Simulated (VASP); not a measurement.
# Te (Pma2) in VASP: single point with PBEsol

Aim: the single point of Te with PBEsol.

All numbers are computed with VASP 6.6.1; they aren't measurements. Logs are shortened: lines on timing, memory, paths and dates and some standing lists are left out, and cuts for length are marked.

**1. The cell of the first run**

The structure is orthorhombic, space group Pma2 (No. 28). Conventional cell: a = 9.267 Å, b = 4.150 Å, c = 3.268 Å, α = 90.00°, β = 90.00°, γ = 90.00°. Te (site symmetry m) has 6 Te at 2.97 to 3.27 Å within 3.9 Å. Te (site symmetry 2) has 6 Te at 2.97 to 3.27 Å within 3.9 Å.

**2. Single point, PBEsol (strained and its atoms moved)**

INCAR

```
SYSTEM = Te
  PREC = Accurate
  ENCUT = 520
  EDIFF = 1E-7
  ISMEAR = 0
  SIGMA = 0.1
  LREAL = .False.
  LASPH = .True.
  NELM = 80
  ALGO = Normal
  ISIF = 2
  LWAVE = .False.
  LCHARG = .True.
  GGA = PS
  LELF = .True.
  LVHAR = .True.
  NBANDS = 20
```

KPOINTS

```
regular mesh
0
Gamma
  6 14 10
  0 0 0
```

POSCAR

```
Te
1.0
    9.2670886215      0.0000000000      0.0000000000
    0.0000000000      3.2682026604      0.0000000000
    0.0000000000      0.0000000000      4.1503808167
Te
4
Direct
    0.7500000000      0.4986611647      0.5523275502
    0.2500000000      0.4986611647      0.4476724498
    0.0000000000      0.5013388353      0.0000000000
    0.5000000000      0.5013388353      0.0000000000
```

Potentials or basis: VASP PAW PBE potentials, release 64 (Te).

Run with:

```
$ cat potpaw_PBE.64/Te/POTCAR > POTCAR
$ mpirun -np 1 vasp_std > vasp.out
```

OUTCAR:

```text
SYSTEM = Te
   PREC = Accurate
   ENCUT = 520
   EDIFF = 1E-7
   ISMEAR = 0
   LREAL = .False.
   LASPH = .True.
   NELM = 80
   ISIF = 2
   GGA = PS

 ion  position               nearest neighbor table
   1  0.750  0.499  0.552-   3 2.97   4 2.97   3 3.26   4 3.26
   2  0.250  0.499  0.448-   3 2.97   4 2.97   3 3.26   4 3.26
   3  0.000  0.501  0.000-   1 2.97   2 2.97   1 3.26   2 3.26
   4  0.500  0.501  0.000-   1 2.97   2 2.97   1 3.26   2 3.26

  LATTYP: Found a simple orthorhombic cell.
 ALAT       =     3.2682026604
 B/A-ratio  =     1.2699276171
 C/A-ratio  =     2.8355305911

  Lattice vectors:

 A1 = (   0.0000000000,   3.2682026604,   0.0000000000)
 A2 = (   0.0000000000,   0.0000000000,   4.1503808167)
 A3 = (   9.2670886215,   0.0000000000,   0.0000000000)

Analysis of symmetry for initial positions (statically):
=====================================================================
 Subroutine PRICEL returns:
 Original cell was already a primitive cell.

 Routine SETGRP: Setting up the symmetry group for a
 simple orthorhombic supercell.

 Subroutine GETGRP returns: Found  4 space group operations
 (whereof  2 operations were pure point group operations)
 out of a pool of  8 trial point group operations.

The static configuration has the point symmetry C_2 .
 The point group associated with its full space group is C_2v.

Analysis of symmetry for dynamics (positions and initial velocities):
=====================================================================
 Subroutine PRICEL returns:
 Original cell was already a primitive cell.

 Routine SETGRP: Setting up the symmetry group for a
 simple orthorhombic supercell.

 Subroutine GETGRP returns: Found  4 space group operations
 (whereof  2 operations were pure point group operations)
 out of a pool of  8 trial point group operations.

The dynamic configuration has the point symmetry C_2 .
 The point group associated with its full space group is C_2v.

 Subroutine INISYM returns: Found  4 space group operations
 (whereof  2 operations are pure point group operations),
 and found     1 'primitive' translations

----------------------------------------------------------------------------------------

                                     Primitive cell

  volume of cell :     125.7014

  direct lattice vectors                    reciprocal lattice vectors
     9.267088621  0.000000000  0.000000000     0.107908755  0.000000000  0.000000000
     0.000000000  3.268202660  0.000000000     0.000000000  0.305978577  0.000000000
     0.000000000  0.000000000  4.150380817     0.000000000  0.000000000  0.240941746

  length of vectors
     9.267088621  3.268202660  4.150380817     0.107908755  0.305978577  0.240941746

  position of ions in fractional coordinates (direct lattice)
     0.750000000  0.498661165  0.552327550
     0.250000000  0.498661165  0.447672450
     0.000000000  0.501338835  0.000000000
     0.500000000  0.501338835  0.000000000

  ion indices of the primitive-cell ions
   primitive index   ion index
                 1           1
                 2           2
                 3           3
                 4           4

----------------------------------------------------------------------------------------

 KPOINTS: regular mesh

Automatic generation of k-mesh.
 Grid dimensions read from file:
 generate k-points for:    6   14   10

 Generating k-lattice:

  Cartesian coordinates                     Fractional coordinates (reciprocal lattice)
     0.017984793  0.000000000  0.000000000     0.166666667  0.000000000  0.000000000
     0.000000000  0.021855613  0.000000000     0.000000000  0.071428571  0.000000000
     0.000000000  0.000000000  0.024094175     0.000000000  0.000000000  0.100000000

  Length of vectors
     0.017984793  0.021855613  0.024094175

  Shift w.r.t. Gamma in fractional coordinates (k-lattice)
     0.000000000  0.000000000  0.000000000

 Subroutine IBZKPT returns following result:
 ===========================================

 Found    192 irreducible k-points:

 Following reciprocal coordinates:
            Coordinates               Weight
  0.000000  0.000000  0.000000      1.000000
  0.166667  0.000000  0.000000      2.000000
  0.333333  0.000000  0.000000      2.000000
  0.500000  0.000000  0.000000      1.000000
  0.000000  0.071429  0.000000      2.000000
  0.166667  0.071429  0.000000      4.000000
[... 16 lines left out ...]
  0.333333  0.357143  0.000000      4.000000
  0.500000  0.357143  0.000000      2.000000
 [... further k-points ...]
   k-points           NKPTS =    192   k-points in BZ     NKDIM =    192   number of bands    NBANDS=     20
   number of dos      NEDOS =    301   number of ions     NIONS =      4
   total plane-waves  NPLWV =  53760
   dimension x,y,z NGX =    70 NGY =   24 NGZ =   32
   dimension x,y,z NGXF=   140 NGYF=   48 NGZF=   64
   ions per type =               4
   NGX,Y,Z   is equivalent  to a cutoff of  12.56, 12.21, 12.82 a.u.
   NGXF,Y,Z  is equivalent  to a cutoff of  25.12, 24.42, 25.64 a.u.
 SYSTEM =  Te
   PREC   = accura    normal or accurate (medium, high low for compatibility)
   ISTART =      0    job   : 0-new  1-cont  2-samecut
   ICHARG =      2    charge: 1-file 2-atom 10-const
   ISPIN  =      1    spin polarized calculation?
   LNONCOLLINEAR =      F non collinear calculations
   LSORBIT =      F    spin-orbit coupling
   LASPH  =      T    aspherical Exc in radial PAW
   ENCUT  =  520.0 eV  38.22 Ry    6.18 a.u.  17.23  6.08  7.72*2*pi/ulx,y,z
   NELM   =     80;   NELMIN=  2; NELMDL= -5     # of ELM steps
   EDIFF  = 0.1E-06   stopping-criterion for ELM
   LREAL  =      F    real-space projection
   EDIFFG = 0.1E-05   stopping-criterion for IOM
   NSW    =      0    number of steps for IOM
   IBRION =     -1    ionic relax: 0-MD 1-quasi-New 2-CG
   NFREE  =      0    steps in history (QN), initial steepest desc. (CG)
   ISIF   =      2    stress and relaxation
   ISYM   =      2    0-nonsym 1-usesym 2-fastsym
   POTIM  = 0.5000    time-step for ionic-motion
   TEBEG  =    0.0;   TEEND  =   0.0 temperature during run
   PSTRESS=    0.0 pullay stress
   NELECT =      24.0000    total number of electrons
   NUPDOWN=      -1.0000    fix difference up-down
   EMIN   =  10.00;   EMAX   =-10.00  energy-range for DOS
   EFERMI =   0.00;   METHOD = LEGACY
   ISMEAR =     0;   SIGMA  =   0.10  broadening in eV -4-tet -1-fermi 0-gaus
   EFERMI_NEDOS =   21; number of points for ismear=-14 and -15
   IALGO  =     38    algorithm
   IMIX   =      4    mixing-type and parameters
     AMIX     =   0.40;   BMIX     =  1.00
     AMIX_MAG =   1.60;   BMIX_MAG =  1.00
  volume/ion in A,a.u.               =      31.43       212.07
  Fermi-wavevector in a.u.,A,eV,Ry     =   0.942682  1.781410 12.090806  0.888649
  Thomas-Fermi vector in A             =   2.070315
   LORBIT       =      0    0 simple, 1 ext, 2 COOP (PROOUT), +10 PAW based schemes
   GGA     = PS    functional components
   LHFCALC =     F    Hartree Fock is set to
   AEXX    =    0.0000 exact exchange contribution
   IVDW    =     0    specifies the selected vdW correction
   LEPSILON=     F    determine dielectric tensor
   LRPA    =     F    only Hartree local field effects (RPA)
 non-spin polarized calculation
 Gauss-broadening in eV      SIGMA  =   0.10
  energy-cutoff  :      520.00
  volume of cell :      125.70
 maximum number of plane-waves:      3422
 NGX is ok and might be reduce to    70
   NGX = 35   NGY = 13   NGZ = 15

 number of electron      23.9999999 magnetization

 Free energy of the ion-electron system (eV)
  ---------------------------------------------------
  ext. energy  EPLUGINS =         0.00000000
  ---------------------------------------------------
  free energy    TOTEN  =       -13.88160058 eV

  energy without entropy =      -13.86800741  energy(sigma->0) =      -13.87480399

 E-fermi :   6.7347     XC(G=0):  -9.5951

 val. band max:        6.7316868479   @ k =   0.3333   0.2143   0.5000
 cond. band min:       6.7402232447   @ k =   0.3333   0.4286   0.4000
 fundamental gap:      0.0085363967
 Fermi energy:         6.7346858268

 k-point     1 :       0.0000    0.0000    0.0000
  band No.  band energies     occupation
      1      -7.1865      2.00000
      2      -5.7056      2.00000
      3      -5.6874      2.00000
      4      -2.9999      2.00000
      5       1.5277      2.00000
      6       2.9287      2.00000
[... 12 lines left out ...]
     19      12.3232      0.00000
     20      13.0204      0.00000

 k-point     2 :       0.1667    0.0000    0.0000
  band No.  band energies     occupation
      1      -7.1437      2.00000
      2      -6.1388      2.00000
      3      -5.1932      2.00000
      4      -3.1558      2.00000
      5       1.6926      2.00000
      6       2.9527      2.00000
[... 12 lines left out ...]
     19      12.2149      0.00000
     20      12.9287      0.00000

 k-point     3 :       0.3333    0.0000    0.0000
  band No.  band energies     occupation
      1      -7.0156      2.00000
      2      -6.5099      2.00000
      3      -4.6460      2.00000
      4      -3.5571      2.00000
      5       2.1136      2.00000
      6       2.9518      2.00000
[... 12 lines left out ...]
     19      12.3380      0.00000
     20      12.7824      0.00000

 k-point     4 :       0.5000    0.0000    0.0000
  band No.  band energies     occupation
      1      -6.8035      2.00000
      2      -6.8035      2.00000
      3      -4.0835      2.00000
      4      -4.0835      2.00000
      5       2.6300      2.00000
      6       2.6300      2.00000
[... 429 lines left out ...]
 k-point    23 :       0.3333    0.3571    0.0000
  band No.  band energies     occupation
      1      -5.9093      2.00000
      2      -5.4009      2.00000
      3      -3.5149      2.00000
      4      -2.3943      2.00000
      5       1.7566      2.00000
      6       2.2401      2.00000
[... 12 lines left out ...]
     19      11.9420      0.00000
     20      12.6737      0.00000

 k-point    24 :       0.5000    0.3571    0.0000
  band No.  band energies     occupation
      1      -5.6962      2.00000
      2      -5.6962      2.00000
      3      -2.9389      2.00000
      4      -2.9389      2.00000
      5       1.9604      2.00000
      6       1.9604      2.00000
[... 12 lines left out ...]
     19      12.0954      0.00000
     20      12.0954      0.00000

 [... further k-points ...]

------------------------ aborting loop because EDIFF is reached ----------------------------------------

  FORCE on cell =-STRESS in cart. coord.  units (eV):
  Direction    XX          YY          ZZ          XY          YZ          ZX
  --------------------------------------------------------------------------------------
  -------------------------------------------------------------------------------------
  Total        1.3763305     -2.2367505      1.6325865      0.0000000      0.0000000      0.0000000
  in kB       17.5425646    -28.5093867     20.8087761      0.0000000      0.0000000      0.0000000
  external PRESSURE =       3.2806513 kB  Pullay stress =       0.0000000 kB

 VOLUME and BASIS-vectors are now :
 -----------------------------------------------------------------------------
  energy-cutoff  :      520.00
  volume of cell :      125.70
      direct lattice vectors                 reciprocal lattice vectors
     9.267088621  0.000000000  0.000000000     0.107908755  0.000000000  0.000000000
     0.000000000  3.268202660  0.000000000     0.000000000  0.305978577  0.000000000
     0.000000000  0.000000000  4.150380817     0.000000000  0.000000000  0.240941746

 POSITION                                       TOTAL-FORCE (eV/Angst)
 -----------------------------------------------------------------------------------
      6.95032      1.62973      2.29237         0.000000      0.006641     -0.432067
      2.31677      1.62973      1.85801         0.000000      0.006641      0.432067
      0.00000      1.63848      0.00000         0.000000     -0.006641      0.000000
      4.63354      1.63848      0.00000         0.000000     -0.006641      0.000000
 -----------------------------------------------------------------------------------
    total drift:                                0.000000      0.000034     -0.000000

  FREE ENERGIE OF THE ION-ELECTRON SYSTEM (eV)
  ---------------------------------------------------
  free  energy   TOTEN  =       -13.8816005756 eV

  energy  without entropy=      -13.8680074106  energy(sigma->0) =      -13.87480399
```

It took 6.8 min on 1 thread of Intel Xeon 8259CL, shared host; peak memory 0.48 GiB.

Results:

- Free energy: -13.8816 eV
- Pressure: 0.3 GPa
- Largest force: 0.432 eV/Å
- Band gap on the k mesh: zero (bands 12 and 13 overlap by 3.84 eV)

Forces in eV/Å, atoms in the order of the input:
```
Te   0.000  0.007 -0.432
Te   0.000  0.007  0.432
Te   0.000 -0.007  0.000
Te   0.000 -0.007  0.000
```

Stress tensor (GPa, compression positive):
```
 1.75  0.00  0.00
 0.00 -2.85  0.00
 0.00  0.00  2.08
```

Caveat: the cell differs from its parent crystal (strained and its atoms moved); the PAW data sets were made with another functional, which shifts forces and pressure a little; spin-orbit coupling is left out, which moves the levels of the heavy elements.
